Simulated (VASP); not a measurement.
Write the native input for VASP 6.6.1 that does the following.

| Quantity | Value |
| --- | --- |
| Task | single point |
| Functional | BLYP |
| Potentials or basis | VASP PAW PBE potentials, release 64 (Se) |
| Cutoff | 520 eV |
| k mesh | 14 × 14 × 14 |
| Occupations | fermi-dirac, width 0.1 eV |
| Spin | no spin polarisation |
| Dipole correction | no |
| Further INCAR settings | ALGO = Normal; EDIFF = 1e-06; NBANDS = 9 |

The structure of Se lies in POSCAR:

```
Se
1.0
   -1.7593591036      1.7593591036      1.7593591036
    1.7593591036     -1.7593591036      1.7593591036
    1.7593591036      1.7593591036     -1.7593591036
Se
1
Direct
    0.0000000000      0.0000000000      0.0000000000
```

This cell differs from its parent crystal: volume scaled by 0.96.

One way to write it, as run:

INCAR

```
  PREC = Accurate
  ENCUT = 520
  EDIFF = 1E-6
  ISMEAR = -1
  SIGMA = 0.1
  LREAL = False
  LASPH = True
  NELM = 100
  ALGO = Normal
  ISIF = 2
  LWAVE = False
  LCHARG = False
  GGA = B5
  ALDAX = 1.0
  AGGAX = 1.0
  AGGAC = 1.0
  ALDAC = 0.0
  NBANDS = 9
```

KPOINTS

```
Automatic mesh
0
Gamma
  14 14 14
```

Potentials or basis: VASP PAW PBE potentials, release 64 (Se).

Command:

```sh
$ cat potpaw_PBE.64/Se/POTCAR > POTCAR
$ mpirun -np 1 vasp_std > vasp.out
```

Results of the run:

| Quantity | Value |
| --- | --- |
| Pressure | 2.7 GPa |
| Band gap on the k mesh | zero (band 3 reaches 7.63 eV, above the bottom of band 4 at 2.15 eV) |

Caveat: the PAW data sets were made with another functional, which shifts forces and pressure a little.

Run time: 7.5 s on 1 thread of Intel(R) Xeon(R) 6975P-C (Granite Rapids), on a shared host, peak memory 0.14 GiB.
